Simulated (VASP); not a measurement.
Runs of VASP 6.6.1 on NaF. The structure is that of space group Fm-3m (No. 225), or close to it. The cells are those of the table. 

| task | cell | gap on the mesh (eV) | pressure (GPa) |
| --- | --- | --- | --- |
| single point | a = 3.324 Å, angles 60.0°, 2 atoms | (a) | -0.3 |
| single point | a = 3.057 Å, angles 60.0°, 2 atoms | (b) | 20.0 |
| relaxation of cell and atoms | relaxed to 5 GPa from a = 3.281 Å, angles 60.0°, 2 atoms | 6.59 | 5.0 |
| single point | a = 3.225 Å, angles 60.0°, 2 atoms | (c) | 4.8 |
| relaxation of cell and atoms | relaxed to 10 GPa from a = 3.281 Å, angles 60.0°, 2 atoms | 6.97 | 9.9 |

Alike in all rows: level PBE; potentials or basis VASP PAW PBE potentials, release 64 (Na_pv, F); no spin polarisation; k mesh 7 × 7 × 7; cutoff (eV) 600; smearing gaussian 0.01 eV.

Q: Fill in the values left out.

A: (a) 6.07; (b) 7.59; (c) 6.57.

Caveats: the cell stands under pressure (at least some runs); the cell is relaxed towards a set pressure, so the run minimises the enthalpy, not the energy (at least some runs).

